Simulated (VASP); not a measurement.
Here is a VASP 6.6.1 calculation.

Contents of INCAR:

```
PREC     = Accurate       # precision mode
ENCUT    = 500            # plane-wave cutoff, eV
EDIFF    = 1E-6           # SCF threshold, eV
ISMEAR   = -1             # smearing method
SIGMA    = 0.1            # smearing width, eV
LREAL    = False          # projectors in reciprocal space
LASPH    = True           # aspherical terms in the spheres
NELM     = 120            # most SCF steps
ALGO     = Normal         # electronic algorithm
ISIF     = 2              # what is computed and relaxed
LWAVE    = False          # write WAVECAR
LCHARG   = False          # write CHGCAR
GGA      = PS             # functional
NBANDS   = 8              # bands
GGA_COMPAT= False
```

The input KPOINTS:

```
regular mesh
0
Gamma
  16 16 16
```

File POSCAR:

```
Sb
1.0
    0.0000000000      2.3573840929      2.3573840929
    2.3573840929      0.0000000000      2.3573840929
    2.3573840929      2.3573840929      0.0000000000
Sb
1
Direct
    0.0000000000      0.0000000000      0.0000000000
```

Potentials or basis: VASP PAW PBE potentials, release 64 (Sb).

Run with:

```bash
$ cat potpaw_PBE.64/Sb/POTCAR > POTCAR
$ mpirun -np 1 vasp_std > vasp.out
```

Problem. Estimate the pressure.

Solution. 0.0 GPa.

Caveat: the PAW data sets were made with another functional, which shifts forces and pressure a little.
